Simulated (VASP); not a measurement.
# InPd (Fm-3m) in VASP: notebook, part 2 of 2

VASP 6.6.1.

## 4. Relaxation of cell and atoms, r2SCAN, target pressure 20 GPa, at which the enthalpy is minimised

POSCAR

```
InPd
1.0
    0.0000000000      2.7460700000      2.7460700000
    2.7460700000      0.0000000000      2.7460700000
    2.7460700000      2.7460700000      0.0000000000
In Pd
1 1
Direct
    0.0000000000      0.0000000000      0.0000000000
    0.5000000000      0.5000000000      0.5000000000
```

INCAR.step1

```
SYSTEM = InPd
  PREC = Accurate
  ENCUT = 600
  ISMEAR = -1
  SIGMA = 0.05
  LREAL = .False.
  LASPH = .True.
  NELM = 100
  GGA = PE
  ALGO = Normal
  EDIFF = 1E-4
  LWAVE = .True.
  LCHARG = .False.
```

INCAR.step2

```
SYSTEM = InPd
  PREC = Accurate
  ENCUT = 600
  EDIFF = 1E-6
  ISMEAR = -1
  SIGMA = 0.05
  LREAL = .False.
  LASPH = .True.
  NELM = 100
  ALGO = Normal
  ISIF = 3
  LWAVE = .False.
  LCHARG = .False.
  METAGGA = R2SCAN
  LMIXTAU = .True.
  IBRION = 2
  NSW = 60
  EDIFFG = -0.01
  PSTRESS = 200.0
  ISTART = 1
```

KPOINTS

```
regular mesh
0
Gamma
  8 8 8
  0 0 0
```

Potentials or basis: VASP PAW PBE potentials, release 64 (In_d, Pd).

Run with:

```
cat potpaw_PBE.64/In_d/POTCAR potpaw_PBE.64/Pd/POTCAR > POTCAR
cp INCAR.step1 INCAR
mpirun -np 1 vasp_std > vasp.out
cp INCAR.step2 INCAR
mpirun -np 1 vasp_std > vasp.out
```

OUTCAR:

```text
SYSTEM = InPd
   PREC = Accurate
   ENCUT = 600
   EDIFF = 1E-6
   ISMEAR = -1
   LREAL = .False.
   LASPH = .True.
   NELM = 100
   ISIF = 3
   METAGGA = R2SCAN
   IBRION = 2
   NSW = 60
   EDIFFG = -0.01
   PSTRESS = 200.0
   ISTART = 1

 ion  position               nearest neighbor table
   1  0.000  0.000  0.000-   2 2.75   2 2.75   2 2.75   2 2.75   2 2.75   2 2.75
   2  0.500  0.500  0.500-   1 2.75   1 2.75   1 2.75   1 2.75   1 2.75   1 2.75

  LATTYP: Found a face centered cubic cell.
 ALAT       =     5.4921400000

  Lattice vectors:

 A1 = (   0.0000000000,   2.7460700000,   2.7460700000)
 A2 = (   2.7460700000,   0.0000000000,   2.7460700000)
 A3 = (   2.7460700000,   2.7460700000,   0.0000000000)

Analysis of symmetry for initial positions (statically):
=====================================================================
 Subroutine PRICEL returns:
 Original cell was already a primitive cell.

 Routine SETGRP: Setting up the symmetry group for a
 face centered cubic supercell.

 Subroutine GETGRP returns: Found 48 space group operations
 (whereof 48 operations were pure point group operations)
 out of a pool of 48 trial point group operations.

The static configuration has the point symmetry O_h .

Analysis of symmetry for dynamics (positions and initial velocities):
=====================================================================
 Subroutine PRICEL returns:
 Original cell was already a primitive cell.

 Routine SETGRP: Setting up the symmetry group for a
 face centered cubic supercell.

 Subroutine GETGRP returns: Found 48 space group operations
 (whereof 48 operations were pure point group operations)
 out of a pool of 48 trial point group operations.

The dynamic configuration has the point symmetry O_h .

 Subroutine INISYM returns: Found 48 space group operations
 (whereof 48 operations are pure point group operations),
 and found     1 'primitive' translations

----------------------------------------------------------------------------------------

                                     Primitive cell

  volume of cell :      41.4157

  direct lattice vectors                    reciprocal lattice vectors
     0.000000000  2.746070000  2.746070000    -0.182078388  0.182078388  0.182078388
     2.746070000  0.000000000  2.746070000     0.182078388 -0.182078388  0.182078388
     2.746070000  2.746070000  0.000000000     0.182078388  0.182078388 -0.182078388

  length of vectors
     3.883529437  3.883529437  3.883529437     0.315369020  0.315369020  0.315369020

  position of ions in fractional coordinates (direct lattice)
     0.000000000  0.000000000  0.000000000
     0.500000000  0.500000000  0.500000000

  ion indices of the primitive-cell ions
   primitive index   ion index
                 1           1
                 2           2

----------------------------------------------------------------------------------------

 KPOINTS: regular mesh

Automatic generation of k-mesh.
 Grid dimensions read from file:
 generate k-points for:    8    8    8

 Generating k-lattice:

  Cartesian coordinates                     Fractional coordinates (reciprocal lattice)
    -0.022759799  0.022759799  0.022759799     0.125000000  0.000000000  0.000000000
     0.022759799 -0.022759799  0.022759799     0.000000000  0.125000000  0.000000000
     0.022759799  0.022759799 -0.022759799     0.000000000  0.000000000  0.125000000

  Length of vectors
     0.039421127  0.039421127  0.039421127

  Shift w.r.t. Gamma in fractional coordinates (k-lattice)
     0.000000000  0.000000000  0.000000000

 Subroutine IBZKPT returns following result:
 ===========================================

 Found     29 irreducible k-points:

 Following reciprocal coordinates:
            Coordinates               Weight
  0.000000  0.000000  0.000000      1.000000
  0.125000  0.000000  0.000000      8.000000
  0.250000  0.000000  0.000000      8.000000
  0.375000  0.000000  0.000000      8.000000
  0.500000  0.000000  0.000000      4.000000
  0.125000  0.125000  0.000000      6.000000
[... 16 lines left out ...]
  0.500000  0.250000  0.125000     48.000000
 -0.375000  0.250000  0.125000     24.000000
 [... further k-points ...]
   k-points           NKPTS =     29   k-points in BZ     NKDIM =     29   number of bands    NBANDS=     15
   number of dos      NEDOS =    301   number of ions     NIONS =      2
   total plane-waves  NPLWV =  32768
   dimension x,y,z NGX =    32 NGY =   32 NGZ =   32
   dimension x,y,z NGXF=    64 NGYF=   64 NGZF=   64
   ions per type =               1   1
   NGX,Y,Z   is equivalent  to a cutoff of  13.70, 13.70, 13.70 a.u.
   NGXF,Y,Z  is equivalent  to a cutoff of  27.40, 27.40, 27.40 a.u.
 SYSTEM =  InPd
   PREC   = accura    normal or accurate (medium, high low for compatibility)
   ISTART =      1    job   : 0-new  1-cont  2-samecut
   ICHARG =      0    charge: 1-file 2-atom 10-const
   ISPIN  =      1    spin polarized calculation?
   LNONCOLLINEAR =      F non collinear calculations
   LSORBIT =      F    spin-orbit coupling
   LASPH  =      T    aspherical Exc in radial PAW
   ENCUT  =  600.0 eV  44.10 Ry    6.64 a.u.   7.76  7.76  7.76*2*pi/ulx,y,z
   NELM   =    100;   NELMIN=  2; NELMDL=  0     # of ELM steps
   EDIFF  = 0.1E-05   stopping-criterion for ELM
   LREAL  =      F    real-space projection
   EDIFFG = -.1E-01   stopping-criterion for IOM
   NSW    =     60    number of steps for IOM
   IBRION =      2    ionic relax: 0-MD 1-quasi-New 2-CG
   NFREE  =      1    steps in history (QN), initial steepest desc. (CG)
   ISIF   =      3    stress and relaxation
   ISYM   =      2    0-nonsym 1-usesym 2-fastsym
   POTIM  = 0.5000    time-step for ionic-motion
   TEBEG  =    0.0;   TEEND  =   0.0 temperature during run
   PSTRESS=  200.0 pullay stress
   NELECT =      23.0000    total number of electrons
   NUPDOWN=      -1.0000    fix difference up-down
   EMIN   =  10.00;   EMAX   =-10.00  energy-range for DOS
   EFERMI =   0.00;   METHOD = LEGACY
   ISMEAR =    -1;   SIGMA  =   0.05  broadening in eV -4-tet -1-fermi 0-gaus
   EFERMI_NEDOS =   21; number of points for ismear=-14 and -15
   IALGO  =     38    algorithm
   IMIX   =      4    mixing-type and parameters
     AMIX     =   0.40;   BMIX     =  1.00
     AMIX_MAG =   1.60;   BMIX_MAG =  1.00
  volume/ion in A,a.u.               =      20.71       139.74
  Fermi-wavevector in a.u.,A,eV,Ry     =   1.345641  2.542893 24.636741  1.810749
  Thomas-Fermi vector in A             =   2.473537
   LORBIT       =      0    0 simple, 1 ext, 2 COOP (PROOUT), +10 PAW based schemes
   METAGGA = R2SCAN    functional components
   LHFCALC =     F    Hartree Fock is set to
   AEXX    =    0.0000 exact exchange contribution
   IVDW    =     0    specifies the selected vdW correction
   LEPSILON=     F    determine dielectric tensor
   LRPA    =     F    only Hartree local field effects (RPA)
 conjugate gradient relaxation of ions
 non-spin polarized calculation
  energy-cutoff  :      600.00
  volume of cell :       41.42
 maximum number of plane-waves:      1411
   NGX = 15   NGY = 15   NGZ = 15

--------------------------------------- Ionic step        1  -------------------------------------------

 number of electron      22.9999996 magnetization

 Free energy of the ion-electron system (eV)
  ---------------------------------------------------
  ext. energy  EPLUGINS =         0.00000000
  ---------------------------------------------------
  free energy    TOTEN  =       -46.14315452 eV

  energy without entropy =      -46.13392893  energy(sigma->0) =      -46.13854172

 E-fermi :   8.1185     XC(G=0): -11.9860

 val. band max:        8.1005337543   @ k =  -0.3750   0.5000   0.1250
 cond. band min:       8.1588739874   @ k =  -0.3750   0.3750   0.0000
 fundamental gap:      0.0583402332
 Fermi energy:         8.1184598446

 k-point     1 :       0.0000    0.0000    0.0000
  band No.  band energies     occupation
      1      -7.0933      2.00000
      2      -7.0933      2.00000
      3      -6.9833      2.00000
      4      -6.9833      2.00000
      5      -6.9833      2.00000
      6      -0.9799      2.00000
      7       5.0831      2.00000
      8       5.0831      2.00000
      9       5.0831      2.00000
     10       5.3697      2.00000
     11       5.3697      2.00000
     12      13.7247      0.00000
     13      13.7247      0.00000
     14      13.7247      0.00000
     15      17.5574      0.00000
[... 563 lines left out ...]
  enthalpy is  TOTEN    =       -41.4978654045 eV   P V=        4.3900385029

--------------------------------------- Ionic step        5  -------------------------------------------

 number of electron      22.9999999 magnetization

 Free energy of the ion-electron system (eV)
  ---------------------------------------------------
  ext. energy  EPLUGINS =         0.00000000
  ---------------------------------------------------
  free energy    TOTEN  =       -45.86494760 eV

  energy without entropy =      -45.85750033  energy(sigma->0) =      -45.86122397

 E-fermi :  10.7039     XC(G=0): -13.0508

 val. band max:       10.5572424627   @ k =   0.5000   0.2500   0.1250
 cond. band min:      10.7308517344   @ k =  -0.2500   0.3750   0.1250
 fundamental gap:      0.1736092717
 Fermi energy:        10.7039199520

 k-point     1 :       0.0000    0.0000    0.0000
  band No.  band energies     occupation
      1      -5.0655      2.00000
      2      -5.0655      2.00000
      3      -4.8789      2.00000
      4      -4.8789      2.00000
      5      -4.8789      2.00000
      6       0.1427      2.00000
      7       6.8846      2.00000
      8       6.8846      2.00000
      9       6.8846      2.00000
     10       7.3855      2.00000
     11       7.3855      2.00000
     12      16.9866      0.00000
     13      16.9866      0.00000
     14      16.9867      0.00000
     15      19.8011      0.00000
[... 443 lines left out ...]
  FREE ENERGIE OF THE ION-ELECTRON SYSTEM (eV)
  ---------------------------------------------------
  free  energy   TOTEN  =       -45.8649476005 eV

  energy  without entropy=      -45.8575003313  energy(sigma->0) =      -45.86122397

  enthalpy is  TOTEN    =       -41.4984654397 eV   P V=        4.3664821608

 reached required accuracy - stopping structural energy minimisation
```

Wall time 7.7 min (1 thread of Intel Xeon 8259CL, shared host); peak memory 0.22 GiB.

Results:

| Property | Result |
| --- | --- |
| Free energy | -45.8649 eV |
| Relaxed volume | 17.49 Å³/atom |
| Relaxed cell | a = 3.671 Å, b = 3.671 Å, c = 3.671 Å, α = 60.00°, β = 60.00°, γ = 60.00° |
| Space group after relaxing (to 0.1 Å) | Fm-3m (No. 225) |
| Energy change on relaxing (the run minimises the enthalpy) | +139.1 meV/atom |
| Ionic steps | 5 |
| Pressure after relaxing | 20.0 GPa |
| Band gap on the k mesh | zero (an odd number of electrons rules out a gap without spin polarisation) |

The path:
| step | energy change (eV) | largest force (eV/Å) | pressure (GPa) | volume (Å³) |
| --- | --- | --- | --- | --- |
| 1 | 0.0000 | 0.0000 | -2.53 | 41.42 |
| 2 | 3.5732 | 0.0000 | 125.25 | 26.30 |
| 3 | 0.2148 | 0.0000 | 17.13 | 35.53 |
| 4 | 0.2553 | 0.0000 | 18.99 | 35.17 |
| 5 | 0.2782 | 0.0000 | 20.02 | 34.98 |

Final structure:
```xyz
2
Lattice="0.0000 2.5957 2.5957 2.5957 0.0000 2.5957 2.5957 2.5957 0.0000" Properties=species:S:1:pos:R:3 pbc="T T T"
In    0.0000    0.0000    0.0000
Pd    2.5957    2.5957    2.5957
```

Caveat: the cell is relaxed towards a set pressure, so the run minimises the enthalpy, not the energy; the volume moved by over 15 % at a fixed basis, so the end points are rough; the PAW data sets were made with another functional, which shifts forces and pressure a little; spin-orbit coupling is left out, which moves the levels of the heavy elements.

## 5. Relaxation of cell and atoms, r2SCAN, target pressure 30 GPa, at which the enthalpy is minimised

POSCAR is that of step 4.

INCAR.step1

```
SYSTEM = InPd
PREC = Accurate
ENCUT = 600
ISMEAR = -1
SIGMA = 0.05
LREAL = .False.
LASPH = .True.
NELM = 100
GGA = PE
ALGO = Normal
EDIFF = 1E-4
LWAVE = .True.
LCHARG = .False.
```

INCAR.step2

```
SYSTEM = InPd
PREC = Accurate
ENCUT = 600
EDIFF = 1E-6
ISMEAR = -1
SIGMA = 0.05
LREAL = .False.
LASPH = .True.
NELM = 100
ALGO = Normal
ISIF = 3
LWAVE = .False.
LCHARG = .False.
METAGGA = R2SCAN
LMIXTAU = .True.
IBRION = 2
NSW = 60
EDIFFG = -0.01
PSTRESS = 300.0
ISTART = 1
```

KPOINTS

```
Automatic mesh
0
Gamma
  8 8 8
  0 0 0
```

Run with:

```
cat potpaw_PBE.64/In_d/POTCAR potpaw_PBE.64/Pd/POTCAR > POTCAR
cp INCAR.step1 INCAR
mpirun -np 1 vasp_std > vasp.out
cp INCAR.step2 INCAR
mpirun -np 1 vasp_std > vasp.out
```

Wall time 6.9 min (1 thread of Intel Xeon 8259CL, shared host); peak memory 0.22 GiB.

The run converged. Its results:

```
Free energy                                                : -45.6177 eV
Relaxed volume                                             : 16.69 Å³/atom
Relaxed cell                                               : a = 3.614 Å, b = 3.614 Å, c = 3.614 Å, α = 60.00°, β = 60.00°, γ = 60.00°
Space group after relaxing (to 0.1 Å)                      : Fm-3m (No. 225)
Energy change on relaxing (the run minimises the enthalpy) : +262.7 meV/atom
Ionic steps                                                : 5
Pressure after relaxing                                    : 30.1 GPa
Band gap on the k mesh                                     : zero (an odd number of electrons rules out a gap without spin polarisation)
```

Step by step:
```csv
step,energy change (eV),largest force (eV/Å),pressure (GPa),volume (Å³)
1,0.0000,0.0000,-2.53,41.42
2,10.7208,0.0000,339.12,20.98
3,0.3418,0.0000,22.75,34.50
4,0.4314,0.0000,26.42,33.92
5,0.5255,0.0000,30.09,33.38
```

Final structure:
```
In Pd
1.0
     0.00000    2.55566    2.55566
     2.55566    0.00000    2.55566
     2.55566    2.55566    0.00000
In Pd
1 1
Direct
  0.00000 0.00000 0.00000
  0.50000 0.50000 0.50000
```

Levels at points of the mesh, in eV from the Fermi level:
```csv
k point,band 9,band 10,band 11,band 12,band 13,band 14
"(0.00, 0.00, 0.00)",-4.02,-3.44,-3.44,6.53,6.53,6.53
"(0.50, 0.00, 0.00)",-5.06,-3.54,-3.54,-1.93,8.63,8.97
"(0.50, 0.50, 0.00)",-3.22,-3.22,-3.17,0.28,1.31,1.31
```

Caveat: the cell is relaxed towards a set pressure, so the run minimises the enthalpy, not the energy; the volume moved by over 15 % at a fixed basis, so the end points are rough; the PAW data sets were made with another functional, which shifts forces and pressure a little; spin-orbit coupling is left out, which moves the levels of the heavy elements.

## 6. The runs side by side

| cell | gap on the mesh (eV) | pressure (GPa) |
| --- | --- | --- |
| relaxed to 5 GPa | none | 5.1 |
| relaxed to 10 GPa | none | 10.0 |
| relaxed to 20 GPa | none | 20.0 |
| relaxed to 30 GPa | none | 30.1 |

Alike in all rows: task relaxation of cell and atoms; level r2SCAN; potentials or basis VASP PAW PBE potentials, release 64 (In_d, Pd); no spin polarisation; k mesh 8 × 8 × 8; cutoff (eV) 600; smearing fermi-dirac 0.05 eV.

Caveats: the cell is relaxed towards a set pressure, so the run minimises the enthalpy, not the energy; the PAW data sets were made with another functional, which shifts forces and pressure a little; spin-orbit coupling is left out, which moves the levels of the heavy elements; the volume moved by over 15 % at a fixed basis, so the end points are rough (at least some runs).

Absolute energies hang on the potentials; compare differences alone.
